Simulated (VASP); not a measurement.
# YbCrO2 (R-3m) in VASP: single point with PBE

Aim: the single point of YbCrO2 with PBE.

Everything below comes from runs of VASP 6.6.1. Logs are shortened: lines on timing, memory, paths and dates and some standing lists are left out, and cuts for length are marked.

## (1) The cell of the first run

Symmetry: R-3m, No. 166, trigonal system. Conventional cell: a = 3.516 Å, b = 3.516 Å, c = 16.406 Å, α = 90.00°, β = 90.00°, γ = 120.00°. Within 2.4 Å of Cr (site symmetry -3m) lie 2 O at 1.77 Å. Within 3.0 Å of Yb (site symmetry -3m) lie 6 O at 2.25 Å. O (site symmetry 3m) has 1 Cr at 1.77 Å and 3 Yb at 2.25 Å within 2.4 Å.

## (2) Single point, PBE

File INCAR:

```
SYSTEM = YbCrO2
  PREC = Accurate
  ENCUT = 520
  EDIFF = 1E-7
  ISMEAR = -1
  SIGMA = 0.1
  LREAL = .FALSE.
  LASPH = .TRUE.
  NELM = 60
  ALGO = Normal
  ISIF = 2
  LWAVE = .FALSE.
  LCHARG = .FALSE.
  GGA = PE
  NBANDS = 32
```

File KPOINTS:

```
Automatic mesh
0
G
  6 6 6
  0 0 0
```

File POSCAR:

```
YbCrO2
1.0
    1.7577577600      3.0445231800      0.0000000000
   -1.7577577600      3.0445231800      0.0000000000
    0.0000000000     -2.0296814600      5.4685761500
Cr Yb O
1 1 2
Direct
    0.0000000000      0.0000000000      0.0000000000
    0.5000000000      0.5000000000      0.5000000000
    0.1080000000      0.1080000000      0.3240000000
    0.8920000000      0.8920000000      0.6760000000
```

Potentials or basis: VASP PAW PBE potentials, release 64 (Cr_pv, Yb, O).

Started as:

```bash
cat potpaw_PBE.64/Cr_pv/POTCAR potpaw_PBE.64/Yb/POTCAR potpaw_PBE.64/O/POTCAR > POTCAR
mpirun -np 1 vasp_std > vasp.out
```

OUTCAR:

```text
SYSTEM = YbCrO2
   PREC = Accurate
   ENCUT = 520
   EDIFF = 1E-7
   ISMEAR = -1
   LREAL = .FALSE.
   LASPH = .TRUE.
   NELM = 60
   ISIF = 2
   GGA = PE

 ion  position               nearest neighbor table
   1  0.000  0.000  0.000-   3 1.77   4 1.77   2 3.41   2 3.41   2 3.41   2 3.41   2 3.41   2 3.41

   2  0.500  0.500  0.500-   3 2.25   4 2.25   3 2.25   3 2.25   4 2.25   4 2.25   1 3.41   1 3.41
                             1 3.41   1 3.41   1 3.41   1 3.41
   3  0.108  0.108  0.324-   1 1.77   2 2.25   2 2.25   2 2.25
   4  0.892  0.892  0.676-   1 1.77   2 2.25   2 2.25   2 2.25

  LATTYP: Found a trigonal (rhomboedric) cell.
 ALAT       =     5.8330901903
 COS(alpha) =     0.8183854410

  Lattice vectors:

 A1 = (   1.7577577600,   1.0148417200,   5.4685761500)
 A2 = (  -1.7577577600,   1.0148417200,   5.4685761500)
 A3 = (   0.0000000000,  -2.0296814600,   5.4685761500)

Analysis of symmetry for initial positions (statically):
=====================================================================
 Subroutine PRICEL returns:
 Original cell was already a primitive cell.

 Routine SETGRP: Setting up the symmetry group for a
 trigonal (rhombohedral) supercell.

 Subroutine GETGRP returns: Found 12 space group operations
 (whereof 12 operations were pure point group operations)
 out of a pool of 12 trial point group operations.

The static configuration has the point symmetry D_3d.

Analysis of symmetry for dynamics (positions and initial velocities):
=====================================================================
 Subroutine PRICEL returns:
 Original cell was already a primitive cell.

 Routine SETGRP: Setting up the symmetry group for a
 trigonal (rhombohedral) supercell.

 Subroutine GETGRP returns: Found 12 space group operations
 (whereof 12 operations were pure point group operations)
 out of a pool of 12 trial point group operations.

The dynamic configuration has the point symmetry D_3d.

 Subroutine INISYM returns: Found 12 space group operations
 (whereof 12 operations are pure point group operations),
 and found     1 'primitive' translations

----------------------------------------------------------------------------------------

                                     Primitive cell

  volume of cell :      58.5305

[... 82 lines left out ...]
 SYSTEM =  YbCrO2
   PREC   = accura    normal or accurate (medium, high low for compatibility)
   ISTART =      0    job   : 0-new  1-cont  2-samecut
   ICHARG =      2    charge: 1-file 2-atom 10-const
   ISPIN  =      1    spin polarized calculation?
   LNONCOLLINEAR =      F non collinear calculations
   LSORBIT =      F    spin-orbit coupling
   LASPH  =      T    aspherical Exc in radial PAW
   ENCUT  =  520.0 eV  38.22 Ry    6.18 a.u.   6.54  6.54 10.85*2*pi/ulx,y,z
   NELM   =     60;   NELMIN=  2; NELMDL= -5     # of ELM steps
   EDIFF  = 0.1E-06   stopping-criterion for ELM
   LREAL  =      F    real-space projection
   EDIFFG = 0.1E-05   stopping-criterion for IOM
   NSW    =      0    number of steps for IOM
   IBRION =     -1    ionic relax: 0-MD 1-quasi-New 2-CG
   NFREE  =      0    steps in history (QN), initial steepest desc. (CG)
   ISIF   =      2    stress and relaxation
   ISYM   =      2    0-nonsym 1-usesym 2-fastsym
   POTIM  = 0.5000    time-step for ionic-motion
   TEBEG  =    0.0;   TEEND  =   0.0 temperature during run
   PSTRESS=    0.0 pullay stress
   NELECT =      48.0000    total number of electrons
   NUPDOWN=      -1.0000    fix difference up-down
   EMIN   =  10.00;   EMAX   =-10.00  energy-range for DOS
   EFERMI =   0.00;   METHOD = LEGACY
   ISMEAR =    -1;   SIGMA  =   0.10  broadening in eV -4-tet -1-fermi 0-gaus
   EFERMI_NEDOS =   21; number of points for ismear=-14 and -15
   IALGO  =     38    algorithm
   IMIX   =      4    mixing-type and parameters
     AMIX     =   0.40;   BMIX     =  1.00
     AMIX_MAG =   1.60;   BMIX_MAG =  1.00
  volume/ion in A,a.u.               =      14.63        98.75
  Fermi-wavevector in a.u.,A,eV,Ry     =   1.532361  2.895742 31.948246  2.348130
  Thomas-Fermi vector in A             =   2.639578
   LORBIT       =      0    0 simple, 1 ext, 2 COOP (PROOUT), +10 PAW based schemes
   GGA     = PE    functional components
   LHFCALC =     F    Hartree Fock is set to
   AEXX    =    0.0000 exact exchange contribution
   IVDW    =     0    specifies the selected vdW correction
   LEPSILON=     F    determine dielectric tensor
   LRPA    =     F    only Hartree local field effects (RPA)
 non-spin polarized calculation
  energy-cutoff  :      520.00
  volume of cell :       58.53
 maximum number of plane-waves:      1610
 NGX is ok and might be reduce to    28
   NGX = 13   NGY = 13   NGZ = 21

 number of electron      48.0000005 magnetization

 Free energy of the ion-electron system (eV)
  ---------------------------------------------------
  ext. energy  EPLUGINS =         0.00000000
  ---------------------------------------------------
  free energy    TOTEN  =       -30.46147038 eV

  energy without entropy =      -30.26595948  energy(sigma->0) =      -30.36371493

 E-fermi :   4.1689     XC(G=0): -10.9688

 val. band max:        4.1613956224   @ k =   0.3333   0.3333   0.1667
 cond. band min:       4.1820516116   @ k =   0.5000   0.5000   0.0000
 fundamental gap:      0.0206559891
 Fermi energy:         4.1688961848

 k-point     1 :       0.0000    0.0000    0.0000
  band No.  band energies     occupation
      1     -47.2579      2.00000
      2     -40.2791      2.00000
      3     -39.1251      2.00000
      4     -39.1250      2.00000
      5     -19.9481      2.00000
      6     -19.3870      2.00000
[... 829 lines left out ...]
     31       9.9834      0.00000
     32      10.8375      0.00000

 [... further k-points ...]
[... 5 lines left out ...]
  --------------------------------------------------------------------------------------
  -------------------------------------------------------------------------------------
  Total        1.5631778      1.5631751      2.2023737      0.0000000      0.0000003      0.0000000
  in kB       42.7894180     42.7893458     60.2863560      0.0000000      0.0000073      0.0000000
  external PRESSURE =      48.6217066 kB  Pullay stress =       0.0000000 kB

 VOLUME and BASIS-vectors are now :
 -----------------------------------------------------------------------------
  energy-cutoff  :      520.00
  volume of cell :       58.53
      direct lattice vectors                 reciprocal lattice vectors
     1.757757760  3.044523180  0.000000000     0.284453303  0.164229329  0.060954299
    -1.757757760  3.044523180  0.000000000    -0.284453303  0.164229329  0.060954299
     0.000000000 -2.029681460  5.468576150     0.000000000  0.000000000  0.182862956

 POSITION                                       TOTAL-FORCE (eV/Angst)
 -----------------------------------------------------------------------------------
      0.00000      0.00000      0.00000        -0.000000      0.000000      0.000000
      0.00000      2.02968      2.73429         0.000000      0.000000      0.000000
      0.00000      0.00000      1.77182         0.000000     -0.000000     -0.680411
      0.00000      4.05936      3.69676         0.000000      0.000000      0.680411
 -----------------------------------------------------------------------------------
    total drift:                               -0.000000      0.000000      0.000000

  FREE ENERGIE OF THE ION-ELECTRON SYSTEM (eV)
  ---------------------------------------------------
  free  energy   TOTEN  =       -30.4614703770 eV

  energy  without entropy=      -30.2659594756  energy(sigma->0) =      -30.36371493
```

stdout:

```text
POSCAR found type information on POSCAR CrYbO
 POSCAR found :  3 types and       4 ions
 scaLAPACK will be used
 LDA part: xc-table for (Slater+PW92), standard interpolation
 POSCAR, INCAR and KPOINTS ok, starting setup
 FFT: planning ... GRIDC
 FFT: planning ... GRID_SOFT
 FFT: planning ... GRID
 WAVECAR not read
 entering main loop
```

Wall time 1.7 min (1 thread of Intel Xeon 6975P-C (Granite Rapids), shared host); peak memory 0.23 GiB.

Results:

```
Free energy            : -30.4615 eV
Pressure               : 4.9 GPa
Largest force          : 0.680 eV/Å
Band gap on the k mesh : zero (band 24 reaches 4.59 eV, above the bottom of band 25 at 3.85 eV)
```

Forces on the atoms (eV/Å):
```
Cr   0.000  0.000  0.000
Yb   0.000  0.000  0.000
O    0.000  0.000 -0.680
O    0.000  0.000  0.680
```

Caveat: spin-orbit coupling is left out, which moves the levels of the heavy elements; the run has no spin polarisation, though such a crystal can be magnetic; without U or exact exchange the open f shell lies at the Fermi level, which spoils levels, moments and volumes. Spin polarisation is off, so any magnetic state and its effect on volume and gap are missing.
